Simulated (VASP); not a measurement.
Write the native input for VASP 6.6.1 that does the following.

- Task: single point
- Functional: PBE
- Dispersion: D3(BJ)
- Potentials or basis: VASP PAW PBE potentials, release 64 (C, Pd)
- Cutoff: 520 eV
- k mesh: 2 × 2 × 1
- Occupations: gaussian, width 0.02 eV
- Spin: no spin polarisation
- Dipole correction: no
- Further INCAR settings: LREAL = Auto; ALGO = Normal; EDIFF = 1e-06; NBANDS = 56

The structure of PdC18 lies in POSCAR:

```
PdC18
1.0
    7.3980000000      0.0000000000      0.0000000000
   -3.6990000000      6.4068560000      0.0000000000
    0.0000000000      0.0000000000     12.0000000000
C Pd
18 1
Direct
   -0.0021667143     -0.0052017714      0.0894387500
    0.2196365206      0.1058523869      0.0848892500
   -0.0017240298      0.3318763525      0.0822460000
    0.2187780159      0.4393029904      0.0805348333
   -0.0031433784      0.6624431703      0.0814684167
    0.2184903888      0.7722922132      0.0829935833
    0.3303300020     -0.0040158543      0.0839153333
    0.5509017136      0.1058572254      0.0848661667
    0.3301950259      0.3289326309      0.0814595833
    0.5516903510      0.4386824052      0.0794683333
    0.3302596811      0.6624387999      0.0814993333
    0.5512373106      0.7709558323      0.0827866667
    0.6616395556     -0.0051961524      0.0894280833
    0.8860256211      0.1073659218      0.0897995000
    0.6634168538      0.3289348161      0.0814310000
    0.8852220716      0.4393062682      0.0805031667
    0.6632948953      0.6619101475      0.0792317500
    0.8844140554      0.7709630121      0.0827655000
    0.8553644609      1.0469130257      0.2612741667
```

The input as run:

INCAR

```
SYSTEM = PdC18
PREC = Accurate ; ENCUT = 520
EDIFF = 1E-6 ; ISMEAR = 0
SIGMA = 0.02 ; LREAL = Auto
LASPH = .True. ; NELM = 60
ALGO = Normal ; ISIF = 2
LWAVE = .False. ; LCHARG = .False.
GGA = PE ; IVDW = 12
NBANDS = 56
```

KPOINTS

```
Automatic mesh
0
Gamma
  2 2 1
  0 0 0
```

Potentials or basis: VASP PAW PBE potentials, release 64 (C, Pd).

The run is started by

```console
$ cat potpaw_PBE.64/C/POTCAR potpaw_PBE.64/Pd/POTCAR > POTCAR
$ mpirun -np 1 vasp_std > vasp.out
```

Results of the run:

```json
{
 "Largest force": "0.037 eV/Å",
 "Band gap on the k mesh": "0.18 eV",
 "Dispersion energy per atom": "-0.099 eV"
}
```

Caveat: the k points lie up to 0.49 Å⁻¹ apart; there is no dipole correction, which matters where the two faces differ.

Run time: 3 min on 1 thread of AMD EPYC 9R45 96-Core Processor (Zen 5), with other jobs on the host, peak memory 0.55 GiB.
